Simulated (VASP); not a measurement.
# C (Fd-3m) in VASP: further runs

Runs on C. Level: LDA. Tasks: single point.

Everything below comes from runs of VASP 6.6.1. Logs are shortened: lines on timing, memory, paths and dates and some standing lists are left out, and cuts for length are marked.

## Step 1: The cell of the first run

Symmetry: Fd-3m, No. 227, cubic system. Conventional cell: a = 3.531 Å, b = 3.531 Å, c = 3.531 Å, α = 90.00°, β = 90.00°, γ = 90.00°. C (site symmetry -43m) has 4 C at 1.53 Å within 2.0 Å.

## Step 2: Single point, LDA

File INCAR:

```
  ALGO = Normal
  EDIFF = 1E-6
  ENCUT = 1300
  GGA_COMPAT = False
  ISIF = 2
  ISMEAR = 0
  LASPH = True
  LCHARG = False
  LREAL = False
  LWAVE = False
  NBANDS = 11
  NELM = 120
  PREC = Accurate
  SIGMA = 0.02
```

File KPOINTS:

```
k-points
0
Gamma
  10 10 10
```

File POSCAR:

```
C
1.0
    0.0000000000      1.7657474443      1.7657474443
    1.7657474443      0.0000000000      1.7657474443
    1.7657474443      1.7657474443      0.0000000000
C
2
Direct
    0.0000000000      0.0000000000      0.0000000000
    0.2500000000      0.2500000000      0.2500000000
```

Potentials or basis: VASP PAW LDA potentials, release 64 (C_h).

Run with:

```
$ cat potpaw_LDA.64/C_h/POTCAR > POTCAR
$ mpirun -np 1 vasp_std > vasp.out
```

OUTCAR:

```text
EDIFF = 1E-6
   ENCUT = 1300
   ISIF = 2
   ISMEAR = 0
   LASPH = True
   LREAL = False
   NELM = 120
   PREC = Accurate

 ion  position               nearest neighbor table
   1  0.000  0.000  0.000-
   2  0.250  0.250  0.250-

  LATTYP: Found a face centered cubic cell.
 ALAT       =     3.5314948886

  Lattice vectors:

 A1 = (   0.0000000000,   1.7657474443,   1.7657474443)
 A2 = (   1.7657474443,   0.0000000000,   1.7657474443)
 A3 = (   1.7657474443,   1.7657474443,   0.0000000000)

Analysis of symmetry for initial positions (statically):
=====================================================================
 Subroutine PRICEL returns:
 Original cell was already a primitive cell.

 Routine SETGRP: Setting up the symmetry group for a
 face centered cubic supercell.

 Subroutine GETGRP returns: Found 48 space group operations
 (whereof 24 operations were pure point group operations)
 out of a pool of 48 trial point group operations.

The static configuration has the point symmetry T_d .
 The point group associated with its full space group is O_h .

Analysis of symmetry for dynamics (positions and initial velocities):
=====================================================================
 Subroutine PRICEL returns:
 Original cell was already a primitive cell.

 Routine SETGRP: Setting up the symmetry group for a
 face centered cubic supercell.

 Subroutine GETGRP returns: Found 48 space group operations
 (whereof 24 operations were pure point group operations)
 out of a pool of 48 trial point group operations.

The dynamic configuration has the point symmetry T_d .
 The point group associated with its full space group is O_h .

 Subroutine INISYM returns: Found 48 space group operations
 (whereof 24 operations are pure point group operations),
 and found     1 'primitive' translations

----------------------------------------------------------------------------------------

                                     Primitive cell

  volume of cell :      11.0107

  direct lattice vectors                    reciprocal lattice vectors
     0.000000000  1.765747444  1.765747444    -0.283166203  0.283166203  0.283166203
     1.765747444  0.000000000  1.765747444     0.283166203 -0.283166203  0.283166203
     1.765747444  1.765747444  0.000000000     0.283166203  0.283166203 -0.283166203

  length of vectors
     2.497143983  2.497143983  2.497143983     0.490458251  0.490458251  0.490458251

  position of ions in fractional coordinates (direct lattice)
     0.000000000  0.000000000  0.000000000
     0.250000000  0.250000000  0.250000000

  ion indices of the primitive-cell ions
   primitive index   ion index
                 1           1
                 2           2

----------------------------------------------------------------------------------------

 KPOINTS: k-points

Automatic generation of k-mesh.
 Grid dimensions read from file:
 generate k-points for:   10   10   10

 Generating k-lattice:

  Cartesian coordinates                     Fractional coordinates (reciprocal lattice)
    -0.028316620  0.028316620  0.028316620     0.100000000  0.000000000  0.000000000
     0.028316620 -0.028316620  0.028316620     0.000000000  0.100000000  0.000000000
     0.028316620  0.028316620 -0.028316620     0.000000000  0.000000000  0.100000000

  Length of vectors
     0.049045825  0.049045825  0.049045825

  Shift w.r.t. Gamma in fractional coordinates (k-lattice)
     0.000000000  0.000000000  0.000000000

 Subroutine IBZKPT returns following result:
 ===========================================

 Found     47 irreducible k-points:

 Following reciprocal coordinates:
            Coordinates               Weight
  0.000000  0.000000  0.000000      1.000000
  0.100000  0.000000  0.000000      8.000000
  0.200000  0.000000  0.000000      8.000000
  0.300000  0.000000  0.000000      8.000000
  0.400000  0.000000  0.000000      8.000000
  0.500000  0.000000  0.000000      4.000000
[... 16 lines left out ...]
  0.300000  0.300000  0.000000      6.000000
  0.400000  0.300000  0.000000     24.000000
 [... further k-points ...]
   k-points           NKPTS =     47   k-points in BZ     NKDIM =     47   number of bands    NBANDS=     11
   number of dos      NEDOS =    301   number of ions     NIONS =      2
   total plane-waves  NPLWV =  27000
   dimension x,y,z NGX =    30 NGY =   30 NGZ =   30
   dimension x,y,z NGXF=    60 NGYF=   60 NGZF=   60
   ions per type =               2
   NGX,Y,Z   is equivalent  to a cutoff of  19.97, 19.97, 19.97 a.u.
   NGXF,Y,Z  is equivalent  to a cutoff of  39.94, 39.94, 39.94 a.u.
 SYSTEM =  unknown system
   PREC   = accura    normal or accurate (medium, high low for compatibility)
   ISTART =      0    job   : 0-new  1-cont  2-samecut
   ICHARG =      2    charge: 1-file 2-atom 10-const
   ISPIN  =      1    spin polarized calculation?
   LNONCOLLINEAR =      F non collinear calculations
   LSORBIT =      F    spin-orbit coupling
   LASPH  =      T    aspherical Exc in radial PAW
   ENCUT  = 1300.0 eV  95.55 Ry    9.77 a.u.   7.34  7.34  7.34*2*pi/ulx,y,z
   NELM   =    120;   NELMIN=  2; NELMDL= -5     # of ELM steps
   EDIFF  = 0.1E-05   stopping-criterion for ELM
   LREAL  =      F    real-space projection
   EDIFFG = 0.1E-04   stopping-criterion for IOM
   NSW    =      0    number of steps for IOM
   IBRION =     -1    ionic relax: 0-MD 1-quasi-New 2-CG
   NFREE  =      0    steps in history (QN), initial steepest desc. (CG)
   ISIF   =      2    stress and relaxation
   ISYM   =      2    0-nonsym 1-usesym 2-fastsym
   POTIM  = 0.5000    time-step for ionic-motion
   TEBEG  =    0.0;   TEEND  =   0.0 temperature during run
   PSTRESS=    0.0 pullay stress
   NELECT =       8.0000    total number of electrons
   NUPDOWN=      -1.0000    fix difference up-down
   EMIN   =  10.00;   EMAX   =-10.00  energy-range for DOS
   EFERMI =   0.00;   METHOD = LEGACY
   ISMEAR =     0;   SIGMA  =   0.02  broadening in eV -4-tet -1-fermi 0-gaus
   EFERMI_NEDOS =   21; number of points for ismear=-14 and -15
   IALGO  =     38    algorithm
   IMIX   =      4    mixing-type and parameters
     AMIX     =   0.40;   BMIX     =  1.00
     AMIX_MAG =   1.60;   BMIX_MAG =  1.00
  volume/ion in A,a.u.               =       5.51        37.15
  Fermi-wavevector in a.u.,A,eV,Ry     =   1.471746  2.781197 29.470719  2.166037
  Thomas-Fermi vector in A             =   2.586845
   LORBIT       =      0    0 simple, 1 ext, 2 COOP (PROOUT), +10 PAW based schemes
   GGA     = CA    functional components
   LHFCALC =     F    Hartree Fock is set to
   AEXX    =    0.0000 exact exchange contribution
   IVDW    =     0    specifies the selected vdW correction
   LEPSILON=     F    determine dielectric tensor
   LRPA    =     F    only Hartree local field effects (RPA)
 non-spin polarized calculation
 Gauss-broadening in eV      SIGMA  =   0.02
  energy-cutoff  :     1300.00
  volume of cell :       11.01
 maximum number of plane-waves:      1211
 NGX is ok and might be reduce to    30
   NGX = 15   NGY = 15   NGZ = 15

 number of electron       8.0000000 magnetization

 Free energy of the ion-electron system (eV)
  ---------------------------------------------------
  ext. energy  EPLUGINS =         0.00000000
  ---------------------------------------------------
  free energy    TOTEN  =       -20.26738586 eV

  energy without entropy =      -20.26738586  energy(sigma->0) =      -20.26738586

 E-fermi :  11.5178     XC(G=0): -13.7982

 val. band max:       11.3410102928   @ k =   0.0000   0.0000   0.0000
 cond. band min:      15.5470815324   @ k =   0.4000   0.4000   0.0000
 fundamental gap:      4.2060712397
 Fermi energy:        11.5178070521

 k-point     1 :       0.0000    0.0000    0.0000
  band No.  band energies     occupation
      1     -10.3797      2.00000
      2      11.3410      2.00000
      3      11.3410      2.00000
      4      11.3410      2.00000
      5      16.9681      0.00000
      6      16.9681      0.00000
      7      16.9681      0.00000
      8      25.5763      0.00000
      9      30.7420      0.00000
     10      38.2959      0.00000
     11      38.2959      0.00000

 k-point     2 :       0.1000    0.0000    0.0000
  band No.  band energies     occupation
      1     -10.0977      2.00000
      2       9.6441      2.00000
      3      10.8808      2.00000
      4      10.8808      2.00000
      5      17.5706      0.00000
      6      17.5706      0.00000
      7      17.9669      0.00000
      8      25.7315      0.00000
      9      31.1750      0.00000
     10      35.5615      0.00000
     11      35.5615      0.00000

 k-point     3 :       0.2000    0.0000    0.0000
  band No.  band energies     occupation
      1      -9.2562      2.00000
      2       6.3987      2.00000
      3       9.9821      2.00000
      4       9.9821      2.00000
      5      18.7232      0.00000
      6      18.7232      0.00000
      7      19.3180      0.00000
      8      26.1522      0.00000
      9      31.9248      0.00000
     10      34.0045      0.00000
     11      34.0045      0.00000

 k-point     4 :       0.3000    0.0000    0.0000
  band No.  band energies     occupation
      1      -7.8726      2.00000
      2       2.9483      2.00000
      3       9.1740      2.00000
      4       9.1740      2.00000
      5      19.5462      0.00000
      6      19.5462      0.00000
      7      20.1800      0.00000
      8      26.6483      0.00000
      9      32.3015      0.00000
     10      34.2788      0.00000
     11      34.2788      0.00000

 k-point     5 :       0.4000    0.0000    0.0000
  band No.  band energies     occupation
      1      -6.0061      2.00000
      2      -0.2547      2.00000
      3       8.6520      2.00000
      4       8.6520      2.00000
      5      19.8217      0.00000
      6      19.8217      0.00000
      7      20.6247      0.00000
      8      26.9464      0.00000
      9      32.8035      0.00000
     10      36.0867      0.00000
     11      36.0867      0.00000
[... 211 lines left out ...]
 k-point    21 :      -0.3000    0.2000    0.0000
  band No.  band energies     occupation
      1      -5.7273      2.00000
      2       1.5425      2.00000
      3       4.6300      2.00000
      4       8.2711      2.00000
      5      19.4181      0.00000
      6      21.2924      0.00000
      7      23.3765      0.00000
      8      26.1100      0.00000
      9      31.1419      0.00000
     10      32.6287      0.00000
     11      36.3012      0.00000

 k-point    22 :      -0.2000    0.2000    0.0000
  band No.  band energies     occupation
      1      -7.4159      2.00000
      2       4.3312      2.00000
      3       5.1830      2.00000
      4       9.3077      2.00000
      5      19.9265      0.00000
      6      20.0876      0.00000
      7      22.0175      0.00000
      8      25.4025      0.00000
      9      31.4863      0.00000
     10      32.3465      0.00000
     11      35.5975      0.00000

 k-point    23 :       0.3000    0.3000    0.0000
  band No.  band energies     occupation
      1      -7.0435      2.00000
      2       5.3283      2.00000
      3       6.3148      2.00000
      4       6.3148      2.00000
      5      15.6247      0.00000
      6      20.0723      0.00000
      7      24.6322      0.00000
      8      24.6322      0.00000
      9      32.6860      0.00000
     10      34.2541      0.00000
     11      42.5899      0.00000

 k-point    24 :       0.4000    0.3000    0.0000
  band No.  band energies     occupation
      1      -5.6954      2.00000
      2       3.3119      2.00000
      3       5.2001      2.00000
      4       5.8327      2.00000
      5      16.1831      0.00000
      6      19.3915      0.00000
      7      25.6330      0.00000
      8      25.7401      0.00000
      9      33.4925      0.00000
     10      34.3305      0.00000
     11      42.4780      0.00000

 [... further k-points ...]

------------------------ aborting loop because EDIFF is reached ----------------------------------------

  FORCE on cell =-STRESS in cart. coord.  units (eV):
  Direction    XX          YY          ZZ          XY          YZ          ZX
  --------------------------------------------------------------------------------------
  -------------------------------------------------------------------------------------
  Total        0.0697425      0.0697425      0.0697425      0.0000000      0.0000000     -0.0000000
  in kB       10.1482728     10.1482728     10.1482728      0.0000000      0.0000000     -0.0000000
  external PRESSURE =      10.1482728 kB  Pullay stress =       0.0000000 kB

 VOLUME and BASIS-vectors are now :
 -----------------------------------------------------------------------------
  energy-cutoff  :     1300.00
  volume of cell :       11.01
      direct lattice vectors                 reciprocal lattice vectors
     0.000000000  1.765747444  1.765747444    -0.283166203  0.283166203  0.283166203
     1.765747444  0.000000000  1.765747444     0.283166203 -0.283166203  0.283166203
     1.765747444  1.765747444  0.000000000     0.283166203  0.283166203 -0.283166203

 POSITION                                       TOTAL-FORCE (eV/Angst)
 -----------------------------------------------------------------------------------
      0.00000      0.00000      0.00000         0.000000      0.000000      0.000000
      0.88287      0.88287      0.88287        -0.000000     -0.000000     -0.000000
 -----------------------------------------------------------------------------------
    total drift:                                0.000000     -0.000000      0.000000

  FREE ENERGIE OF THE ION-ELECTRON SYSTEM (eV)
  ---------------------------------------------------
  free  energy   TOTEN  =       -20.2673858559 eV

  energy  without entropy=      -20.2673858559  energy(sigma->0) =      -20.26738586
```

It took 24 s on 1 thread of Intel Xeon Platinum 8375C at 2.90GHz (Ice Lake), shared host; peak memory 0.14 GiB.

Results:

```
Free energy            : -20.2674 eV
Pressure               : 1.0 GPa
Band gap on the k mesh : 4.21 eV (least direct gap 5.63 eV)
```

A k mesh can miss the band edges.

## Step 3: Single point, LDA

File INCAR:

```
SYSTEM = C
PREC     = Accurate       ! precision mode
ENCUT    = 1300           ! plane-wave cutoff, eV
EDIFF    = 1E-6           ! SCF threshold, eV
ISMEAR   = 0              ! smearing method
SIGMA    = 0.01           ! smearing width, eV
LREAL    = .FALSE.        ! projectors in reciprocal space
LASPH    = .TRUE.         ! aspherical terms in the spheres
NELM     = 120            ! most SCF steps
ALGO     = Normal         ! electronic algorithm
ISIF     = 2              ! what is computed and relaxed
LWAVE    = .FALSE.        ! write WAVECAR
LCHARG   = .FALSE.        ! write CHGCAR
GGA      = CA             ! functional
NBANDS   = 11             ! bands
GGA_COMPAT= .FALSE.
```

File KPOINTS:

```
Automatic mesh
0
G
  10 10 10
  0 0 0
```

POSCAR is that of step 2.

Potentials or basis: VASP PAW LDA potentials, release 64 (C_h).

Run with:

```
$ cat potpaw_LDA.64/C_h/POTCAR > POTCAR
$ mpirun -np 1 vasp_std > vasp.out
```

Wall time 18 s (1 thread of Intel Xeon Platinum 8259CL at 2.50GHz (Skylake/Cascade Lake), shared host); peak memory 0.14 GiB.

The run converged. Its results:

| Item | Value |
| --- | --- |
| Free energy | -20.2674 eV |
| Pressure | 1.0 GPa |
| Band gap on the k mesh | 4.21 eV (least direct gap 5.63 eV) |

Levels at points of the mesh, in eV from the valence-band top:
```tsv
k point	band 2	band 3	band 4	band 5	band 6	band 7
(0.00, 0.00, 0.00)	0.00	0.00	0.00	5.63	5.63	5.63
(0.50, 0.00, 0.00)	-13.70	-2.87	-2.87	8.51	8.51	9.42
(0.50, 0.50, 0.00)	-12.82	-6.47	-6.47	4.78	4.78	17.07
```

## Step 4: Single point, LDA

File INCAR:

```
PREC = Accurate ; ENCUT = 1300
EDIFF = 1E-6 ; ISMEAR = 0
SIGMA = 0.1 ; LREAL = False
LASPH = True ; NELM = 120
ALGO = Normal ; ISIF = 2
LWAVE = False ; LCHARG = False
GGA = CA ; NBANDS = 11
GGA_COMPAT = False
```

File KPOINTS:

```
Automatic mesh
0
Gamma
  10 10 10
```

POSCAR is that of step 3.

Run with:

```
$ cat potpaw_LDA.64/C_h/POTCAR > POTCAR
$ mpirun -np 1 vasp_std > vasp.out
```

It took 24 s on 1 thread of Intel Xeon Platinum 8375C at 2.90GHz (Ice Lake), shared host; peak memory 0.14 GiB.

Results (log left out):

```yaml
Free_energy: -20.2674 eV
Pressure: 1.0 GPa
Band_gap_on_the_k_mesh: 4.21 eV (least direct gap 5.63 eV)
```

Levels at points of the mesh, in eV from the valence-band top:
| k point | band 2 | band 3 | band 4 | band 5 | band 6 | band 7 |
| --- | --- | --- | --- | --- | --- | --- |
| (0.00, 0.00, 0.00) | 0.00 | 0.00 | 0.00 | 5.63 | 5.63 | 5.63 |
| (0.50, 0.00, 0.00) | -13.70 | -2.87 | -2.87 | 8.51 | 8.51 | 9.42 |
| (0.50, 0.50, 0.00) | -12.82 | -6.47 | -6.47 | 4.78 | 4.78 | 17.07 |

A k mesh can miss the band edges.

## Step 5: Summary

```tsv
smearing	gap on the mesh (eV)	pressure (GPa)
gaussian 0.02 eV	4.21	1.0
gaussian 0.01 eV	4.21	1.0
gaussian 0.1 eV	4.21	1.0
```

Alike in all rows: task single point; level LDA; potentials or basis VASP PAW LDA potentials, release 64 (C_h); no spin polarisation; cell a = 2.497 Å, angles 60.0°, 2 atoms; k mesh 10 × 10 × 10; cutoff (eV) 1300.

Absolute energies hang on the potentials; compare differences alone.
